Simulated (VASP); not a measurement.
# Pb (Fm-3m) in VASP: a series of runs

Runs on Pb. Level: PBE+D4. Tasks: single point.

Everything below comes from runs of VASP 6.6.1. Logs are shortened: lines on timing, memory, paths and dates and some standing lists are left out, and cuts for length are marked.

## Step 1: The cell of the first run

It takes space group Fm-3m (No. 225, cubic). Conventional cell: a = 5.186 Å, b = 5.186 Å, c = 5.186 Å, α = 90.00°, β = 90.00°, γ = 90.00°. Within 4.8 Å of Pb (site symmetry m-3m) lie 12 Pb at 3.67 Å.

## Step 2: Single point, PBE+D4

INCAR reads:

```
ALGO = Normal ; EDIFF = 1E-6
ENCUT = 520 ; GGA = PE
ISIF = 2 ; ISMEAR = 0
IVDW = 13 ; LASPH = True
LCHARG = False ; LREAL = False
LWAVE = False ; NBANDS = 13
NELM = 80 ; PREC = Accurate
SIGMA = 0.05
```

KPOINTS reads:

```
k-points
0
Gamma
  9 9 9
```

POSCAR reads:

```
Pb
1.0
    0.0000000000      2.5930525979      2.5930525979
    2.5930525979      0.0000000000      2.5930525979
    2.5930525979      2.5930525979      0.0000000000
Pb
1
Direct
    0.0000000000      0.0000000000      0.0000000000
```

Potentials or basis: VASP PAW PBE potentials, release 64 (Pb_d).

Run with:

```
> cat potpaw_PBE.64/Pb_d/POTCAR > POTCAR
> mpirun -np 1 vasp_std > vasp.out
```

OUTCAR:

```text
EDIFF = 1E-6
   ENCUT = 520
   GGA = PE
   ISIF = 2
   ISMEAR = 0
   IVDW = 13
   LASPH = True
   LREAL = False
   NELM = 80
   PREC = Accurate

 ion  position               nearest neighbor table
   1  0.000  0.000  0.000-

  LATTYP: Found a face centered cubic cell.
 ALAT       =     5.1861051958

  Lattice vectors:

 A1 = (   0.0000000000,   2.5930525979,   2.5930525979)
 A2 = (   2.5930525979,   0.0000000000,   2.5930525979)
 A3 = (   2.5930525979,   2.5930525979,   0.0000000000)

Analysis of symmetry for initial positions (statically):
[... 5 lines left out ...]
 face centered cubic supercell.

 Subroutine GETGRP returns: Found 48 space group operations
 (whereof 48 operations were pure point group operations)
 out of a pool of 48 trial point group operations.

The static configuration has the point symmetry O_h .

Analysis of symmetry for dynamics (positions and initial velocities):
[... 5 lines left out ...]
 face centered cubic supercell.

 Subroutine GETGRP returns: Found 48 space group operations
 (whereof 48 operations were pure point group operations)
 out of a pool of 48 trial point group operations.

The dynamic configuration has the point symmetry O_h .

 Subroutine INISYM returns: Found 48 space group operations
 (whereof 48 operations are pure point group operations),
 and found     1 'primitive' translations

----------------------------------------------------------------------------------------

                                     Primitive cell

  volume of cell :      34.8710

  direct lattice vectors                    reciprocal lattice vectors
     0.000000000  2.593052598  2.593052598    -0.192822930  0.192822930  0.192822930
     2.593052598  0.000000000  2.593052598     0.192822930 -0.192822930  0.192822930
     2.593052598  2.593052598  0.000000000     0.192822930  0.192822930 -0.192822930

  length of vectors
     3.667130152  3.667130152  3.667130152     0.333979112  0.333979112  0.333979112

  position of ions in fractional coordinates (direct lattice)
     0.000000000  0.000000000  0.000000000

  ion indices of the primitive-cell ions
   primitive index   ion index
                 1           1

----------------------------------------------------------------------------------------

 KPOINTS: k-points

Automatic generation of k-mesh.
 Grid dimensions read from file:
 generate k-points for:    9    9    9

 Generating k-lattice:

  Cartesian coordinates                     Fractional coordinates (reciprocal lattice)
    -0.021424770  0.021424770  0.021424770     0.111111111  0.000000000  0.000000000
[... 68 lines left out ...]
   TEBEG  =    0.0;   TEEND  =   0.0 temperature during run
   PSTRESS=    0.0 pullay stress
   NELECT =      14.0000    total number of electrons
   NUPDOWN=      -1.0000    fix difference up-down
   EMIN   =  10.00;   EMAX   =-10.00  energy-range for DOS
   EFERMI =   0.00;   METHOD = LEGACY
   ISMEAR =     0;   SIGMA  =   0.05  broadening in eV -4-tet -1-fermi 0-gaus
   EFERMI_NEDOS =   21; number of points for ismear=-14 and -15
   IALGO  =     38    algorithm
   IMIX   =      4    mixing-type and parameters
     AMIX     =   0.40;   BMIX     =  1.00
     AMIX_MAG =   1.60;   BMIX_MAG =  1.00
  volume/ion in A,a.u.               =      34.87       235.32
  Fermi-wavevector in a.u.,A,eV,Ry     =   1.207711  2.282242 19.844978  1.458565
  Thomas-Fermi vector in A             =   2.343340
   LORBIT       =      0    0 simple, 1 ext, 2 COOP (PROOUT), +10 PAW based schemes
   GGA     = PE    functional components
   LHFCALC =     F    Hartree Fock is set to
   AEXX    =    0.0000 exact exchange contribution
   IVDW    =    13    specifies the selected vdW correction
   LEPSILON=     F    determine dielectric tensor
   LRPA    =     F    only Hartree local field effects (RPA)
 non-spin polarized calculation
 Gauss-broadening in eV      SIGMA  =   0.05
  energy-cutoff  :      520.00
  volume of cell :       34.87
 maximum number of plane-waves:       955
   NGX = 13   NGY = 13   NGZ = 13

 number of electron      13.9999998 magnetization

 Free energy of the ion-electron system (eV)
  ---------------------------------------------------
  ext. energy  EPLUGINS =         0.00000000
  ---------------------------------------------------
  free energy    TOTEN  =        -3.54987528 eV

  energy without entropy =       -3.54920751  energy(sigma->0) =       -3.54954140

 E-fermi :   5.7533     XC(G=0):  -9.5343

 val. band max:        5.5316932202   @ k =   0.3333   0.3333   0.0000
 cond. band min:       5.7820226468   @ k =  -0.2222   0.3333   0.1111
 fundamental gap:      0.2503294266
 Fermi energy:         5.7533064109

 k-point     1 :       0.0000    0.0000    0.0000
  band No.  band energies     occupation
      1     -11.1922      2.00000
      2     -11.1922      2.00000
      3     -11.1922      2.00000
      4     -11.1024      2.00000
      5     -11.1024      2.00000
      6      -5.0723      2.00000
      7      12.1755      0.00000
      8      12.1755      0.00000
      9      12.1755      0.00000
     10      15.4252      0.00000
     11      15.4566      0.00000
     12      17.3317      0.00000
     13      17.3317      0.00000
[... 354 lines left out ...]
  band No.  band energies     occupation
      1     -11.2908      2.00000
      2     -11.2261      2.00000
      3     -11.0232      2.00000
      4     -10.9965      2.00000
      5     -10.9965      2.00000
      6      -1.3857      2.00000
      7       3.4445      2.00000
      8       7.7918      0.00000
      9       7.7918      0.00000
     10      10.9283      0.00000
     11      12.1137      0.00000
     12      23.2638      0.00000
     13      24.1790      0.00000

 [... further k-points ...]

------------------------ aborting loop because EDIFF is reached ----------------------------------------

  DFT-D4 for vdW energy calculation

  Edisp (eV):   -0.42104

  FORCE on cell =-STRESS in cart. coord.  units (eV):
  Direction    XX          YY          ZZ          XY          YZ          ZX
  --------------------------------------------------------------------------------------
  -------------------------------------------------------------------------------------
  Total       0.68186     0.68186     0.68186    -0.00000    -0.00000     0.00000
  in kB      31.32856    31.32856    31.32856    -0.00000    -0.00000     0.00000
  external pressure =       31.33 kB  Pullay stress =        0.00 kB

 VOLUME and BASIS-vectors are now :
 -----------------------------------------------------------------------------
  energy-cutoff  :      520.00
  volume of cell :       34.87
      direct lattice vectors                 reciprocal lattice vectors
     0.000000000  2.593052598  2.593052598    -0.192822930  0.192822930  0.192822930
     2.593052598  0.000000000  2.593052598     0.192822930 -0.192822930  0.192822930
     2.593052598  2.593052598  0.000000000     0.192822930  0.192822930 -0.192822930

 POSITION                                       TOTAL-FORCE (eV/Angst)
 -----------------------------------------------------------------------------------
      0.00000      0.00000      0.00000         0.000000     -0.000000      0.000000
 -----------------------------------------------------------------------------------
    total drift:                               -0.000000     -0.000000     -0.000000

  FREE ENERGIE OF THE ION-ELECTRON SYSTEM (eV)
  ---------------------------------------------------
  free  energy   TOTEN  =        -3.9709201873 eV

  energy  without entropy=       -3.9702524168  energy(sigma->0) =       -3.97058630
```

Wall time 11 s (1 thread of Intel Xeon Platinum 8259CL at 2.50GHz (Skylake/Cascade Lake), shared host); peak memory 0.15 GiB.

What came out:

| Quantity | Value |
| --- | --- |
| Free energy | -3.9709 eV |
| Pressure | 3.1 GPa |
| Band gap on the k mesh | zero (band 7 reaches 12.18 eV, above the bottom of band 8 at 4.55 eV) |
| Dispersion energy per atom | -0.421 eV |

Levels at points of the mesh, in eV from the Fermi level:
```
           k point  band 5  band 6  band 7  band 8  band 9  band 10
(0.00, 0.00, 0.00)  -16.86  -10.83    6.42    6.42    6.42     9.67
```

Caveat: spin-orbit coupling is left out, which moves the levels of the heavy elements; pairwise dispersion overbinds metals, which lowers pressure and volume.

## Step 3: Single point, PBE+D4

This run uses another cell than the first one, of 35.57 Å³/atom, 1.020 times its volume.

INCAR reads:

```
SYSTEM = Pb
PREC = Accurate
ENCUT = 520
EDIFF = 1E-7
ISMEAR = 0
SIGMA = 0.05
LREAL = .False.
LASPH = .True.
NELM = 100
ALGO = Normal
ISIF = 2
LWAVE = .False.
LCHARG = .False.
GGA = PE
IVDW = 13
NBANDS = 13
```

KPOINTS reads:

```
Automatic mesh
0
Gamma
  9 9 9
  0 0 0
```

POSCAR reads:

```
Pb
1.0
    0.0000000000      2.6102256321      2.6102256321
    2.6102256321      0.0000000000      2.6102256321
    2.6102256321      2.6102256321      0.0000000000
Pb
1
Direct
    0.0000000000      0.0000000000      0.0000000000
```

Potentials or basis: VASP PAW PBE potentials, release 64 (Pb_d).

Run with:

```
> cat potpaw_PBE.64/Pb_d/POTCAR > POTCAR
> mpirun -np 1 vasp_std > vasp.out
```

OUTCAR:

```text
SYSTEM = Pb
   PREC = Accurate
   ENCUT = 520
   EDIFF = 1E-7
   ISMEAR = 0
   LREAL = .False.
   LASPH = .True.
   NELM = 100
   ISIF = 2
   GGA = PE
   IVDW = 13

 ion  position               nearest neighbor table
   1  0.000  0.000  0.000-

  LATTYP: Found a face centered cubic cell.
 ALAT       =     5.2204512642

  Lattice vectors:

 A1 = (   0.0000000000,   2.6102256321,   2.6102256321)
 A2 = (   2.6102256321,   0.0000000000,   2.6102256321)
 A3 = (   2.6102256321,   2.6102256321,   0.0000000000)

Analysis of symmetry for initial positions (statically):
[... 564 lines left out ...]
------------------------ aborting loop because EDIFF is reached ----------------------------------------

  DFT-D4 for vdW energy calculation

  Edisp (eV):   -0.42594

  FORCE on cell =-STRESS in cart. coord.  units (eV):
  Direction    XX          YY          ZZ          XY          YZ          ZX
  --------------------------------------------------------------------------------------
  -------------------------------------------------------------------------------------
  Total      -1.07910    -1.07910    -1.07910     0.00000    -0.00000     0.00000
  in kB     -48.60813   -48.60813   -48.60813     0.00000    -0.00000     0.00000
  external pressure =      -48.61 kB  Pullay stress =        0.00 kB

 VOLUME and BASIS-vectors are now :
 -----------------------------------------------------------------------------
  energy-cutoff  :      520.00
  volume of cell :       35.57
      direct lattice vectors                 reciprocal lattice vectors
     0.000000000  2.610225632  2.610225632    -0.191554322  0.191554322  0.191554322
     2.610225632  0.000000000  2.610225632     0.191554322 -0.191554322  0.191554322
     2.610225632  2.610225632  0.000000000     0.191554322  0.191554322 -0.191554322

 POSITION                                       TOTAL-FORCE (eV/Angst)
 -----------------------------------------------------------------------------------
      0.00000      0.00000      0.00000         0.000000      0.000000     -0.000000
 -----------------------------------------------------------------------------------
    total drift:                               -0.000000     -0.000000     -0.000000

  FREE ENERGIE OF THE ION-ELECTRON SYSTEM (eV)
  ---------------------------------------------------
  free  energy   TOTEN  =        -3.9617441224 eV

  energy  without entropy=       -3.9610763519  energy(sigma->0) =       -3.96141024
```

OSZICAR:

```text
N       E                     dE             d eps       ncg     rms          rms(c)
DAV:   1     0.107349293173E+03    0.10735E+03   -0.69771E+03   915   0.117E+03
DAV:   2     0.184405350480E+01   -0.10551E+03   -0.10203E+03   940   0.303E+02
DAV:   3    -0.340601393582E+01   -0.52501E+01   -0.52356E+01  1123   0.733E+01
DAV:   4    -0.353731334039E+01   -0.13130E+00   -0.13127E+00  1157   0.131E+01
DAV:   5    -0.354309260782E+01   -0.57793E-02   -0.57790E-02  1265   0.245E+00    0.427E-01
DAV:   6    -0.353666897608E+01    0.64236E-02   -0.11702E-02  1172   0.173E+00    0.238E-01
DAV:   7    -0.353569224551E+01    0.97673E-03   -0.54915E-03  1185   0.111E+00    0.965E-02
DAV:   8    -0.353579808088E+01   -0.10584E-03   -0.48925E-04  1130   0.354E-01    0.124E-02
DAV:   9    -0.353579876112E+01   -0.68024E-06   -0.12392E-05  1184   0.580E-02    0.497E-03
DAV:  10    -0.353579934768E+01   -0.58656E-06   -0.22545E-06  1135   0.202E-02    0.327E-04
DAV:  11    -0.353579936118E+01   -0.13505E-07   -0.57395E-08   725   0.284E-03
   1 F= -.39617441E+01 E0= -.39614102E+01  d E =-.667771E-03
```

Run time: 11 s. Hardware: 1 thread of Intel Xeon Platinum 8259CL at 2.50GHz (Skylake/Cascade Lake), shared host; peak memory 0.16 GiB.

Results:

* Free energy: -3.9617 eV
* Pressure: -4.9 GPa
* Band gap on the k mesh: zero (band 7 reaches 11.84 eV, above the bottom of band 8 at 4.40 eV)
* Dispersion energy per atom: -0.426 eV

Levels at points of the mesh, in eV from the Fermi level:
```csv
k point,band 4,band 5,band 6,band 7,band 8,band 9,band 10,band 11
"(0.00, 0.00, 0.00)",-16.87,-16.87,-10.73,6.27,6.27,6.27,9.42,9.67
```

Caveat: spin-orbit coupling is left out, which moves the levels of the heavy elements; pairwise dispersion overbinds metals, which lowers pressure and volume.

[end of part 1 of 2]
